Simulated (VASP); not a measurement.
Here is a VASP 6.6.1 calculation.

Contents of INCAR:

```
PREC = Accurate
ENCUT = 520
EDIFF = 1E-6
ISMEAR = 0
SIGMA = 0.15
LREAL = F
LASPH = T
NELM = 100
ALGO = Fast
ISIF = 2
LWAVE = F
LCHARG = F
GGA = PE
NBANDS = 12
```

Contents of KPOINTS:

```
Automatic mesh
0
Gamma
  20 20 20
```

The input POSCAR:

```
Ta
1.0
   -1.6409595000      1.6512800000      1.6409595000
    1.6616005000     -1.6512800000      1.6616005000
    1.6409595000      1.6512800000     -1.6409595000
Ta
1
Direct
    0.0000000000      0.0000000000      0.0000000000
```

Potentials or basis: VASP PAW PBE potentials, release 64 (Ta_pv).

The run is started by

```bash
$ cat potpaw_PBE.64/Ta_pv/POTCAR > POTCAR
$ mpirun -np 1 vasp_std > vasp.out
```

**Question.** Predict the pressure.

**Answer.** 3.3 GPa.

Stress tensor (GPa, compression positive):
```
 3.25  0.00 -1.03
 0.00  3.29  0.00
-1.03  0.00  3.25
```

Caveat: the cell differs from its parent crystal (strain +0.0125 x Voigt [0, 0, 0, 0, 1, 0]).
